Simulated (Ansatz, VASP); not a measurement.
## HgTe in VASP and in Ansatz

```xyz
2
Lattice="0.0000 3.1800 3.1800 3.1800 0.0000 3.1800 3.1800 3.1800 0.0000" Properties=species:S:1:pos:R:3 pbc="T T T"
Hg    0.0000    0.0000    0.0000
Te    3.1800    3.1800    3.1800
```

Alike in both runs: task single point; functional PBE; k mesh 7 × 7 × 7; occupations gaussian, width 0.027 eV; no spin polarisation.

```csv
,VASP,Ansatz
version,VASP 6.6.1,Ansatz 0.2.0
potentials or method,"VASP PAW PBE potentials, release 64 (Hg, Te)",Ansatz PAW
plane-wave cutoff (eV),520,420
valence electrons in the cell,18,36
```

Ansatz gave:

* gap on the k mesh at the Fermi level (eV): none
* pressure (GPa): -3.8

Problem. What did VASP give for the same quantities?

Solution. gap on the k mesh at the Fermi level (eV): none; pressure (GPa): -3.7.

A gap of «none» marks a metal or a gap that the smearing closes. The functional is the same, so the differences come from potentials, cutoffs and numerics. VASP's potentials hold 18 valence electrons a cell and Ansatz's 36, so a difference there can come from the potentials and not from the codes.

Spin-orbit coupling is off throughout.
